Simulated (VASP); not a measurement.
# KCl (Fm-3m) in VASP: a series of runs, part 2 of 2

VASP 6.6.1.

## (4) Single point, r2SCAN

This run uses another cell than the first one: it holds 4 atoms, not 2.

POSCAR reads:

```
KCl
1.0
    3.1444922590      3.1444922590      0.0000000000
   -3.1444922590      3.1444922590      0.0000000000
    0.0000000000      0.0000000000      6.2889845179
K Cl
2 2
Direct
    0.0000000000      0.0000000000      0.0000000000
    0.5000000000      0.5000000000      0.5000000000
    0.5000000000      0.5000000000      0.0000000000
    0.0000000000      0.0000000000      0.5000000000
```

INCAR.step1 reads:

```
PREC = Accurate ; ENCUT = 520
ISMEAR = 0 ; SIGMA = 0.02
LREAL = F ; LASPH = T
NELM = 100 ; NBANDS = 24
GGA = PE ; ALGO = Normal
EDIFF = 1E-4 ; LWAVE = T
LCHARG = F
```

INCAR.step2 reads:

```
PREC = Accurate ; ENCUT = 520
EDIFF = 1E-7 ; ISMEAR = 0
SIGMA = 0.02 ; LREAL = F
LASPH = T ; NELM = 100
ALGO = Normal ; ISIF = 2
LWAVE = F ; LCHARG = F
METAGGA = R2SCAN ; LMIXTAU = T
NBANDS = 24 ; ISTART = 1
```

KPOINTS reads:

```
Automatic mesh
0
Gamma
  6 6 4
```

Potentials or basis: VASP PAW PBE potentials, release 64 (K_sv, Cl).

Started as:

```bash
$ cat potpaw_PBE.64/K_sv/POTCAR potpaw_PBE.64/Cl/POTCAR > POTCAR
$ cp INCAR.step1 INCAR
$ mpirun -np 1 vasp_std > vasp.out
$ cp INCAR.step2 INCAR
$ mpirun -np 1 vasp_std > vasp.out
```

OUTCAR:

```text
PREC = Accurate
   ENCUT = 520
   EDIFF = 1E-7
   ISMEAR = 0
   LREAL = F
   LASPH = T
   NELM = 100
   ISIF = 2
   METAGGA = R2SCAN
   ISTART = 1

 ion  position               nearest neighbor table
   1  0.000  0.000  0.000-   4 3.14   4 3.14   3 3.14   3 3.14   3 3.14   3 3.14
   2  0.500  0.500  0.500-   3 3.14   3 3.14   4 3.14   4 3.14   4 3.14   4 3.14
   3  0.500  0.500  0.000-   2 3.14   2 3.14   1 3.14   1 3.14   1 3.14   1 3.14
   4  0.000  0.000  0.500-   1 3.14   1 3.14   2 3.14   2 3.14   2 3.14   2 3.14

  LATTYP: Found a simple tetragonal cell.
 ALAT       =     4.4469835995
 C/A-ratio  =     1.4142135624

  Lattice vectors:

 A1 = (   3.1444922590,   3.1444922590,   0.0000000000)
 A2 = (  -3.1444922590,   3.1444922590,   0.0000000000)
 A3 = (   0.0000000000,   0.0000000000,   6.2889845179)

Analysis of symmetry for initial positions (statically):
=====================================================================
 Subroutine PRICEL returns following result:

  LATTYP: Found a face centered cubic cell.
 ALAT       =     6.2889845180

  Lattice vectors:

 A1 = (   0.0000000000,  -3.1444922590,  -3.1444922590)
 A2 = (   3.1444922590,   0.0000000000,  -3.1444922590)
 A3 = (   3.1444922590,  -3.1444922590,  -0.0000000000)

   2 primitive cells build up your supercell.

 Routine SETGRP: Setting up the symmetry group for a
 simple tetragonal supercell.

 Subroutine GETGRP returns: Found 16 space group operations
 (whereof 16 operations were pure point group operations)
 out of a pool of 16 trial point group operations.

The static configuration has the point symmetry D_4h.

Analysis of symmetry for dynamics (positions and initial velocities):
=====================================================================
 Subroutine PRICEL returns following result:

  LATTYP: Found a face centered cubic cell.
 ALAT       =     6.2889845180

  Lattice vectors:

 A1 = (   0.0000000000,  -3.1444922590,  -3.1444922590)
 A2 = (   3.1444922590,   0.0000000000,  -3.1444922590)
 A3 = (   3.1444922590,  -3.1444922590,  -0.0000000000)

   2 primitive cells build up your supercell.

 Routine SETGRP: Setting up the symmetry group for a
 simple tetragonal supercell.

 Subroutine GETGRP returns: Found 16 space group operations
 (whereof 16 operations were pure point group operations)
 out of a pool of 16 trial point group operations.

The dynamic configuration has the point symmetry D_4h.

 Subroutine INISYM returns: Found 16 space group operations
 (whereof 16 operations are pure point group operations),
 and found     2 'primitive' translations

----------------------------------------------------------------------------------------

                                     Primitive cell

  volume of cell :      62.1844

  direct lattice vectors                    reciprocal lattice vectors
     0.000000000 -3.144492259 -3.144492259    -0.159008183 -0.159008183 -0.159008183
     3.144492259  0.000000000 -3.144492259     0.159008183  0.159008183 -0.159008183
     3.144492259 -3.144492259 -0.000000000     0.159008183 -0.159008183  0.159008183

[... 25 lines left out ...]
     0.000000000  0.000000000  0.039752046     0.000000000  0.000000000  0.250000000

  Length of vectors
     0.037478588  0.037478588  0.039752046

  Shift w.r.t. Gamma in fractional coordinates (k-lattice)
     0.000000000  0.000000000  0.000000000

 Subroutine IBZKPT returns following result:
 ===========================================

 Found     30 irreducible k-points:

 Following reciprocal coordinates:
            Coordinates               Weight
  0.000000  0.000000  0.000000      1.000000
  0.166667  0.000000  0.000000      4.000000
  0.333333  0.000000  0.000000      4.000000
  0.500000  0.000000  0.000000      2.000000
  0.166667  0.166667  0.000000      4.000000
  0.333333  0.166667  0.000000      8.000000
[... 16 lines left out ...]
  0.333333  0.000000  0.500000      4.000000
  0.500000  0.000000  0.500000      2.000000
 [... further k-points ...]
   k-points           NKPTS =     30   k-points in BZ     NKDIM =     30   number of bands    NBANDS=     24
   number of dos      NEDOS =    301   number of ions     NIONS =      4
   total plane-waves  NPLWV =  62208
   dimension x,y,z NGX =    36 NGY =   36 NGZ =   48
   dimension x,y,z NGXF=    72 NGYF=   72 NGZF=   96
   ions per type =               2   2
   NGX,Y,Z   is equivalent  to a cutoff of  13.46, 13.46, 12.69 a.u.
   NGXF,Y,Z  is equivalent  to a cutoff of  26.92, 26.92, 25.38 a.u.
 SYSTEM =  unknown system
   PREC   = accura    normal or accurate (medium, high low for compatibility)
   ISTART =      1    job   : 0-new  1-cont  2-samecut
   ICHARG =      0    charge: 1-file 2-atom 10-const
   ISPIN  =      1    spin polarized calculation?
   LNONCOLLINEAR =      F non collinear calculations
   LSORBIT =      F    spin-orbit coupling
   LASPH  =      T    aspherical Exc in radial PAW
   ENCUT  =  520.0 eV  38.22 Ry    6.18 a.u.   8.27  8.27 11.69*2*pi/ulx,y,z
   NELM   =    100;   NELMIN=  2; NELMDL=  0     # of ELM steps
   EDIFF  = 0.1E-06   stopping-criterion for ELM
   LREAL  =      F    real-space projection
   EDIFFG = 0.1E-05   stopping-criterion for IOM
   NSW    =      0    number of steps for IOM
   IBRION =     -1    ionic relax: 0-MD 1-quasi-New 2-CG
   NFREE  =      0    steps in history (QN), initial steepest desc. (CG)
   ISIF   =      2    stress and relaxation
   ISYM   =      2    0-nonsym 1-usesym 2-fastsym
   POTIM  = 0.5000    time-step for ionic-motion
   TEBEG  =    0.0;   TEEND  =   0.0 temperature during run
   PSTRESS=    0.0 pullay stress
   NELECT =      32.0000    total number of electrons
   NUPDOWN=      -1.0000    fix difference up-down
   EMIN   =  10.00;   EMAX   =-10.00  energy-range for DOS
   EFERMI =   0.00;   METHOD = LEGACY
   ISMEAR =     0;   SIGMA  =   0.02  broadening in eV -4-tet -1-fermi 0-gaus
   EFERMI_NEDOS =   21; number of points for ismear=-14 and -15
   IALGO  =     38    algorithm
   IMIX   =      4    mixing-type and parameters
     AMIX     =   0.40;   BMIX     =  1.00
     AMIX_MAG =   1.60;   BMIX_MAG =  1.00
  volume/ion in A,a.u.               =      31.09       209.82
  Fermi-wavevector in a.u.,A,eV,Ry     =   1.041248  1.967674 14.751409  1.084198
  Thomas-Fermi vector in A             =   2.175860
   LORBIT       =      0    0 simple, 1 ext, 2 COOP (PROOUT), +10 PAW based schemes
   METAGGA = R2SCAN    functional components
   LHFCALC =     F    Hartree Fock is set to
   AEXX    =    0.0000 exact exchange contribution
   IVDW    =     0    specifies the selected vdW correction
   LEPSILON=     F    determine dielectric tensor
   LRPA    =     F    only Hartree local field effects (RPA)
 non-spin polarized calculation
 Gauss-broadening in eV      SIGMA  =   0.02
  energy-cutoff  :      520.00
  volume of cell :      124.37
 maximum number of plane-waves:      3400
 NGX is ok and might be reduce to    36

 number of electron      31.9999993 magnetization

 Free energy of the ion-electron system (eV)
  ---------------------------------------------------
  ext. energy  EPLUGINS =         0.00000000
  ---------------------------------------------------
  free energy    TOTEN  =       -33.01297044 eV

  energy without entropy =      -33.01297044  energy(sigma->0) =      -33.01297044

 E-fermi :  -2.0668     XC(G=0):  -7.9618

 val. band max:       -2.2567438506   @ k =   0.0000   0.0000   0.0000
 cond. band min:       3.5797243718   @ k =   0.0000   0.0000   0.0000
 fundamental gap:      5.8364682224
 Fermi energy:        -2.0667900220

 k-point     1 :       0.0000    0.0000    0.0000
  band No.  band energies     occupation
      1     -30.5208      2.00000
      2     -30.5073      2.00000
      3     -14.9290      2.00000
      4     -14.8268      2.00000
      5     -13.3518      2.00000
      6     -13.2670      2.00000
[... 637 lines left out ...]
     23       9.0719      0.00000
     24       9.0719      0.00000

 [... further k-points ...]
[... 5 lines left out ...]
  --------------------------------------------------------------------------------------
  -------------------------------------------------------------------------------------
  Total        0.0076526      0.0076526      0.0086404      0.0000000      0.0000000     -0.0000000
  in kB        0.0985847      0.0985847      0.1113099      0.0000000      0.0000000     -0.0000000
  external PRESSURE =       0.1028264 kB  Pullay stress =       0.0000000 kB

 VOLUME and BASIS-vectors are now :
 -----------------------------------------------------------------------------
  energy-cutoff  :      520.00
  volume of cell :      124.37
      direct lattice vectors                 reciprocal lattice vectors
     3.144492259  3.144492259  0.000000000     0.159008183  0.159008183  0.000000000
    -3.144492259  3.144492259  0.000000000    -0.159008183  0.159008183  0.000000000
     0.000000000  0.000000000  6.288984518     0.000000000  0.000000000  0.159008183

 POSITION                                       TOTAL-FORCE (eV/Angst)
 -----------------------------------------------------------------------------------
      0.00000      0.00000      0.00000         0.000000     -0.000000     -0.000000
      0.00000      3.14449      3.14449        -0.000000     -0.000000      0.000000
      0.00000      3.14449      0.00000        -0.000000      0.000000     -0.000000
      0.00000      0.00000      3.14449         0.000000     -0.000000     -0.000000
 -----------------------------------------------------------------------------------
    total drift:                               -0.000000      0.000000      0.000000

  FREE ENERGIE OF THE ION-ELECTRON SYSTEM (eV)
  ---------------------------------------------------
  free  energy   TOTEN  =       -33.0129704415 eV

  energy  without entropy=      -33.0129704415  energy(sigma->0) =      -33.01297044
```

It took 4.5 min on 1 thread of Intel Xeon Platinum 8259CL at 2.50GHz (Skylake/Cascade Lake), shared host; peak memory 0.29 GiB.

What came out:

* Free energy: -33.0130 eV
* Pressure: 0.0 GPa
* Band gap on the k mesh: 5.84 eV

Levels at points of the mesh, in eV from the valence-band top:
```csv
k point,band 13,band 14,band 15,band 16,band 17,band 18,band 19,band 20
"(0.00, 0.00, 0.00)",-0.23,0.00,0.00,0.00,5.84,7.03,9.03,9.03
"(0.50, 0.00, 0.00)",-0.33,-0.33,-0.31,-0.31,8.27,8.27,8.69,8.69
"(0.50, 0.50, 0.00)",-0.23,-0.23,-0.23,-0.23,7.03,7.03,9.22,9.22
"(0.00, 0.00, 0.50)",-0.13,-0.13,-0.13,-0.13,7.33,7.33,7.79,7.79
"(0.50, 0.00, 0.50)",-0.32,-0.32,-0.32,-0.32,8.14,8.14,9.25,9.25
"(0.50, 0.50, 0.50)",-0.48,-0.48,-0.48,-0.48,8.59,8.59,8.59,8.59
```

Caveat: the PAW data sets were made with another functional, which shifts forces and pressure a little. r2SCAN opens gaps a little over a GGA but as a rule still falls short of measured ones.

## (5) Single point, r2SCAN (equal strain along all axes, cell held: +2.0 %)

POSCAR reads:

```
KCl
1.0
    3.2073821042      3.2073821042      0.0000000000
   -3.2073821042      3.2073821042      0.0000000000
    0.0000000000      0.0000000000      6.4147642083
K Cl
2 2
Direct
    0.0000000000      0.0000000000      0.0000000000
    0.5000000000      0.5000000000      0.5000000000
    0.5000000000      0.5000000000      0.0000000000
    0.0000000000      0.0000000000      0.5000000000
```

INCAR.step1 reads:

```
SYSTEM = KCl
PREC = Accurate ; ENCUT = 520
ISMEAR = 0 ; SIGMA = 0.02
LREAL = .FALSE. ; LASPH = .TRUE.
NELM = 100 ; NBANDS = 24
GGA = PE ; ALGO = Normal
EDIFF = 1E-4 ; LWAVE = .TRUE.
LCHARG = .FALSE.
```

INCAR.step2 reads:

```
SYSTEM = KCl
PREC = Accurate ; ENCUT = 520
EDIFF = 1E-7 ; ISMEAR = 0
SIGMA = 0.02 ; LREAL = .FALSE.
LASPH = .TRUE. ; NELM = 100
ALGO = Normal ; ISIF = 2
LWAVE = .FALSE. ; LCHARG = .TRUE.
METAGGA = R2SCAN ; LMIXTAU = .TRUE.
LELF = .TRUE. ; LVHAR = .TRUE.
NBANDS = 24 ; ISTART = 1
```

KPOINTS reads:

```
Automatic mesh
0
G
  6 6 4
  0 0 0
```

Started as:

```bash
$ cat potpaw_PBE.64/K_sv/POTCAR potpaw_PBE.64/Cl/POTCAR > POTCAR
$ cp INCAR.step1 INCAR
$ mpirun -np 1 vasp_std > vasp.out
$ cp INCAR.step2 INCAR
$ mpirun -np 1 vasp_std > vasp.out
```

It took 4.5 min on 1 thread of Intel Xeon Platinum 8259CL at 2.50GHz (Skylake/Cascade Lake), shared host; peak memory 0.29 GiB.

Results (log left out):

```
Free energy            : -32.9912 eV
Pressure               : -1.0 GPa
Band gap on the k mesh : 5.63 eV
```

Levels at points of the mesh, in eV from the valence-band top:
```
           k point  band 13  band 14  band 15  band 16  band 17  band 18  band 19  band 20
(0.00, 0.00, 0.00)    -0.21     0.00     0.00     0.00     5.63     7.08     8.95     9.00
(0.50, 0.00, 0.00)    -0.30    -0.30    -0.27    -0.27     8.02     8.02     8.60     8.60
(0.50, 0.50, 0.00)    -0.21    -0.21    -0.21    -0.21     7.08     7.08     8.95     8.95
(0.00, 0.00, 0.50)    -0.12    -0.12    -0.12    -0.12     7.07     7.07     7.81     7.81
(0.50, 0.00, 0.50)    -0.28    -0.28    -0.28    -0.28     7.96     7.96     9.01     9.01
(0.50, 0.50, 0.50)    -0.45    -0.45    -0.43    -0.43     8.50     8.50     8.50     8.50
```

Caveat: the cell differs from its parent crystal (equal strain along all axes, cell held: +2.0 %); the PAW data sets were made with another functional, which shifts forces and pressure a little.

## (6) The runs side by side

| task | cell | k mesh | cutoff (eV) | gap on the mesh (eV) | pressure (GPa) |
| --- | --- | --- | --- | --- | --- |
| single point | a = 4.447 Å, angles 60.0°, 2 atoms | 6 × 6 × 6 | 520 | 5.84 | 0.0 |
| relaxation of cell and atoms | relaxed from a = 4.443 Å, angles 60.0°, 2 atoms | 6 × 6 × 6 | 600 | 5.83 | 0.0 |
| single point | a = 4.447, b = 4.447, c = 6.289 Å, 4 atoms | 6 × 6 × 4 | 520 | 5.84 | 0.0 |
| single point | a = 4.536, b = 4.536, c = 6.415 Å, 4 atoms | 6 × 6 × 4 | 520 | 5.63 | -1.0 |

Alike in all rows: level r2SCAN; potentials or basis VASP PAW PBE potentials, release 64 (K_sv, Cl); no spin polarisation; smearing gaussian 0.02 eV.

Caveats: the PAW data sets were made with another functional, which shifts forces and pressure a little.

Total energies depend on the potentials used, so only differences within one code and one set of settings carry meaning.
